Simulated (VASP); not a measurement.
Set up this calculation in VASP 6.6.1, as the native input.

- Task: single point
- Functional: PBEsol
- Potentials or basis: VASP PAW PBE potentials, release 64 (Si, Ge_d)
- Cutoff: 520 eV
- k mesh: 2 × 2 × 2
- Occupations: gaussian, width 0.02 eV
- Spin: no spin polarisation
- Dipole correction: no
- Further INCAR settings: LREAL = Auto; ALGO = Normal; EDIFF = 1e-07; NBANDS = 53

The structure of Si16Ge (a cell with a defect) lies in POSCAR:

```
Si16Ge
1.0
    0.0000000000      5.4300000000      5.4300000000
    5.4300000000      0.0000000000      5.4300000000
    5.4300000000      5.4300000000      0.0000000000
Si Ge
16 1
Direct
    0.0304928177     -0.0096274401     -0.0100453039
    0.1389229282      0.1218260589      0.1214144567
   -0.0009826888      0.0168465930      0.4924624309
    0.1388463168      0.1218980663      0.6186212707
   -0.0009965009      0.4928697974      0.0164478821
    0.1388382136      0.6190354512      0.1214833333
   -0.0011119705      0.4929267035      0.4925143646
    0.0604988029      0.6470339779      0.6466374770
    0.5104550645      0.0024581952      0.0021255985
    0.6580895948      0.1144579190      0.1141116943
    0.5103593923      0.0025503683      0.4857070902
    0.6244771639      0.1672051565      0.6046036832
    0.5103540516      0.4860568140      0.0021918048
    0.6244792818      0.6049398711      0.1668536832
    0.4352809392      0.5220065378      0.5216507366
    0.6243905157      0.6048687845      0.6045026703
    0.6463233886      0.7849661142      0.7846252302
```

One way to write it, as run:

INCAR

```
PREC = Accurate ; ENCUT = 520
EDIFF = 1E-7 ; ISMEAR = 0
SIGMA = 0.02 ; LREAL = Auto
LASPH = True ; NELM = 60
ALGO = Normal ; ISIF = 2
LWAVE = False ; LCHARG = False
GGA = PS ; NBANDS = 53
```

KPOINTS

```
Automatic mesh
0
Gamma
  2 2 2
```

Potentials or basis: VASP PAW PBE potentials, release 64 (Si, Ge_d).

Launch:

```sh
$ cat potpaw_PBE.64/Si/POTCAR potpaw_PBE.64/Ge_d/POTCAR > POTCAR
$ mpirun -np 1 vasp_std > vasp.out
```

It gave:

```json
{
  "Pressure": "3.8 GPa",
  "Largest force": "0.040 eV/Å",
  "Band gap on the k mesh": "zero (band 39 reaches 6.76 eV, above the bottom of band 40 at 6.59 eV)"
}
```

Caveat: the k points lie up to 0.50 Å⁻¹ apart; the PAW data sets were made with another functional, which shifts forces and pressure a little.

Wall time 3.6 min on 1 thread of Intel(R) Xeon(R) Platinum 8259CL CPU @ 2.50GHz (Skylake/Cascade Lake), with other jobs on the host, peak memory 0.5 GiB.
